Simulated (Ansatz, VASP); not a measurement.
**Two plane-wave programs on B**

The input POSCAR:

```
B
1.0
    1.9408432508      0.0000000000      0.0000000000
    0.0000000000      1.9408432508      0.0000000000
    0.0000000000      0.0000000000      1.9408432508
B
1
Direct
    0.0000000000      0.0000000000      0.0000000000
```

File INCAR.step1:

```
SYSTEM = B
ALGO = Normal
EDIFF = 1E-5
EDIFFG = -0.005
ENCUT = 550
GGA = PE
GGA_COMPAT = .False.
IBRION = 2
ISIF = 3
ISMEAR = 0
LASPH = .True.
LCHARG = .False.
LREAL = .False.
LWAVE = .True.
NELM = 120
NELMIN = 4
NSW = 100
PREC = Accurate
SIGMA = 0.1
```

Contents of INCAR.step2:

```
SYSTEM = B
ALGO = Normal
EDIFF = 1E-7
EDIFFG = -0.04
ENCUT = 550
GGA_COMPAT = .False.
IBRION = 2
ISIF = 3
ISMEAR = 0
ISTART = 1
LASPH = .True.
LCHARG = .False.
LMIXTAU = .True.
LREAL = .False.
LWAVE = .False.
METAGGA = R2SCAN
NELM = 120
NELMIN = 4
NSW = 90
PREC = Accurate
SIGMA = 0.1
```

The input KPOINTS:

```
k-points
0
Gamma
  8 8 8
  0 0 0
```

Input for Ansatz:

```yaml
crystal:
  lattice:
    - [1.9408432508, 0.0, 0.0]
    - [0.0, 1.9408432508, 0.0]
    - [0.0, 0.0, 1.9408432508]
  atoms:
    - { symbol: B, position: [0.0, 0.0, 0.0] }
basis:
  ecutwfc: 500
kpoints:
  mp_grid: { grid: [8, 8, 8] }
hamiltonian:
  xc: r2scan
scf:
  occupations: { method: gaussian, width: 0.1 }
  lower_state_search: "off"
output:
  forces: true
  stress: true
  eigenvalues: true
relax:
  adjacent_minimum: "off"
  f_tol: 0.04
  max_steps: 70
  cell: { stress_tol: 0.4 }
```

Alike in both runs: task relaxation of cell and atoms; functional r2SCAN; k mesh 8 × 8 × 8; occupations gaussian, width 0.1 eV; no spin polarisation.

|  | VASP | Ansatz |
| --- | --- | --- |
| version | VASP 6.6.1 | Ansatz 0.2.0 |
| potentials or method | VASP PAW PBE potentials, release 64 (B), cutoff 550 eV | scalar-relativistic, plane waves, PAW |
| valence electrons in the cell | 3 | 3 |

|  | VASP | Ansatz | Ansatz less VASP |
| --- | --- | --- | --- |
| gap on the k mesh at the Fermi level, each at its own relaxed structure (eV) | none | none | - |
| relaxed volume (Å³/atom) | 6.74 | 6.74 | +0.005 |
| relaxed cell length with the largest relative difference (Å) | 1.889 | 1.889 | +0.0005 |

VASP's potentials were made for PBE, not for r2SCAN. A gap of «none» marks a metal or a gap that the smearing closes.

The k mesh is coarse, so the values compare programs but aren't converged.
